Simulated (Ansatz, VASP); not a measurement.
# Two plane-wave programs on Ga2O3

The input POSCAR:

```
Ga2O3
1.0
    2.4673371466      1.4245177658      4.4358375795
   -2.4673371466      1.4245177658      4.4358375795
    0.0000000000     -2.8490355315      4.4358375795
Ga O
4 6
Direct
    0.8553712405      0.8553712405      0.8553712405
    0.3553712405      0.3553712405      0.3553712405
    0.1446287595      0.1446287595      0.1446287595
    0.6446287595      0.6446287595      0.6446287595
    0.4463552219      0.0536447781      0.7500000000
    0.0536447781      0.7500000000      0.4463552219
    0.5536447781      0.9463552219      0.2500000000
    0.2500000000      0.5536447781      0.9463552219
    0.9463552219      0.2500000000      0.5536447781
    0.7500000000      0.4463552219      0.0536447781
```

Contents of INCAR.step1:

```
SYSTEM = Ga2O3
PREC = Accurate
ENCUT = 520
ISMEAR = 0
SIGMA = 0.01
LREAL = .False.
LASPH = .True.
NELM = 60
NBANDS = 55
GGA = PE
ALGO = Normal
EDIFF = 1E-4
LWAVE = .True.
LCHARG = .False.
```

The input INCAR.step2:

```
SYSTEM = Ga2O3
PREC = Accurate
ENCUT = 520
EDIFF = 1E-7
ISMEAR = 0
SIGMA = 0.01
LREAL = .False.
LASPH = .True.
NELM = 60
ALGO = Normal
ISIF = 2
LWAVE = .False.
LCHARG = .False.
METAGGA = R2SCAN
LMIXTAU = .True.
NBANDS = 55
ISTART = 1
```

Contents of KPOINTS:

```
regular mesh
0
Gamma
  6 6 6
  0 0 0
```

Input for Ansatz:

```yaml
crystal:
  lattice:
    - [2.4673371466, 1.4245177658, 4.4358375795]
    - [-2.4673371466, 1.4245177658, 4.4358375795]
    - [0.0, -2.8490355315, 4.4358375795]
  atoms:
    - { symbol: Ga, position: [0.8553712405, 0.8553712405, 0.8553712405] }
    - { symbol: Ga, position: [0.3553712405, 0.3553712405, 0.3553712405] }
    - { symbol: Ga, position: [0.1446287595, 0.1446287595, 0.1446287595] }
    - { symbol: Ga, position: [0.6446287595, 0.6446287595, 0.6446287595] }
    - { symbol: O, position: [0.4463552219, 0.0536447781, 0.75] }
    - { symbol: O, position: [0.0536447781, 0.75, 0.4463552219] }
    - { symbol: O, position: [0.5536447781, 0.9463552219, 0.25] }
    - { symbol: O, position: [0.25, 0.5536447781, 0.9463552219] }
    - { symbol: O, position: [0.9463552219, 0.25, 0.5536447781] }
    - { symbol: O, position: [0.75, 0.4463552219, 0.0536447781] }
kpoints:
  mp_grid: { grid: [6, 6, 6] }
  band_path:
    path:
      - [0.0, 0.0, 0.0]
      - [0.5, 0.5, 0.5]
      - [0.764580087, 0.235419913, 0.5]
      - [0.5, -0.235419913, 0.235419913]
      - [0.5, 0.0, 0.0]
      - [0.3677099565, -0.3677099565, 0.0]
      - [0.6322900435, 0.0, 0.3677099565]
      - [0.5, 0.0, 0.5]
      - [0.0, 0.166667, -0.166667]
    npoints: 1
hamiltonian:
  xc: r2scan
scf:
  occupations: { method: fixed }
  n_extra_bands: 6
output:
  forces: true
  stress: true
  eigenvalues: true
```

Change from the starting cell: hydrostatic strain -1.0%.

Alike in both runs: task single point; functional r2SCAN; k mesh 6 × 6 × 6; no spin polarisation.

```csv
,VASP,Ansatz
version,VASP 6.6.1,Ansatz 0.2.0
potentials or method,"VASP PAW PBE potentials, release 64 (Ga_d, O)","plane waves, PAW"
plane-wave cutoff (eV),520,500
occupations,"gaussian, width 0.01 eV",fixed
valence electrons in the cell,88,88
```

VASP gave:

```
gap on the k mesh at the Fermi level (eV)                     : 3.89
pressure (GPa)                                                : 9.8
traceless stress, the component that is largest in VASP (GPa) : -0.98
rms of the force components (eV/Å)                            : 0.022
```

Problem. Estimate Ansatz's values.

Solution. gap on the k mesh at the Fermi level (eV): 3.90; pressure (GPa): 7.6; traceless stress, the component that is largest in VASP (GPa): -0.60; rms of the force components (eV/Å): 0.001.

VASP's potentials were made for PBE, not for r2SCAN. Atom by atom the forces differ by 0.023 eV/Å (rms over components).
